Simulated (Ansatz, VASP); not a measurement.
Mo: VASP beside Ansatz

Contents of POSCAR:

```
Mo
1.0
    2.7355103972      0.0000000000      0.0000000000
   -1.3677551986      2.3690214963      0.0000000000
    0.0000000000      0.0000000000      2.5168529895
Mo
1
Direct
    0.0000000000      0.0000000000      0.5000000000
```

Contents of INCAR.step1:

```
SYSTEM = Mo
PREC = Accurate ; ENCUT = 520
ISMEAR = 0 ; SIGMA = 0.15
LREAL = .FALSE. ; LASPH = .TRUE.
NELM = 80 ; NBANDS = 13
GGA = PE ; ALGO = Normal
EDIFF = 1E-4 ; LWAVE = .TRUE.
LCHARG = .FALSE.
```

Contents of INCAR.step2:

```
SYSTEM = Mo
PREC = Accurate ; ENCUT = 520
EDIFF = 1E-6 ; ISMEAR = 0
SIGMA = 0.15 ; LREAL = .FALSE.
LASPH = .TRUE. ; NELM = 80
ALGO = Normal ; ISIF = 2
LWAVE = .FALSE. ; LCHARG = .FALSE.
METAGGA = R2SCAN ; LMIXTAU = .TRUE.
NBANDS = 13 ; ISTART = 1
```

The input KPOINTS:

```
regular mesh
0
G
  18 18 18
  0 0 0
```

Input for Ansatz:

```yaml
crystal:
  lattice:
    - [2.7355103972, 0.0, 0.0]
    - [-1.3677551986, 2.3690214963, 0.0]
    - [0.0, 0.0, 2.5168529895]
  atoms:
    - { symbol: Mo, position: [0.0, 0.0, 0.5] }
basis:
  ecutwfc: 500
kpoints:
  mp_grid: { grid: [18, 18, 18] }
hamiltonian:
  xc: r2scan
scf:
  occupations: { method: gaussian, width: 0.15 }
output:
  forces: true
  stress: true
  eigenvalues: true
```

Change from the starting cell: strain +0.000 along x and y, -0.015 along z, atoms carried along.

Alike in both runs: task single point; functional r2SCAN; k mesh 18 × 18 × 18; occupations gaussian, width 0.15 eV; no spin polarisation.

```csv
,VASP,Ansatz
version,VASP 6.6.1,Ansatz 0.2.0
potentials or method,"VASP PAW PBE potentials, release 64 (Mo_sv), cutoff 520 eV","scalar-relativistic, plane waves, PAW"
valence electrons in the cell,14,14
```

```csv
,VASP,Ansatz,Ansatz less VASP
gap on the k mesh at the Fermi level (eV),none,none,-
pressure (GPa),5.0,3.9,-1.13
"traceless stress, the component that is largest in VASP (GPa)",0.20,-0.04,-0.245
```

VASP's potentials were made for PBE, not for r2SCAN. A gap of «none» marks a metal or a gap that the smearing closes. The functional is the same, so the differences come from potentials, cutoffs and numerics.
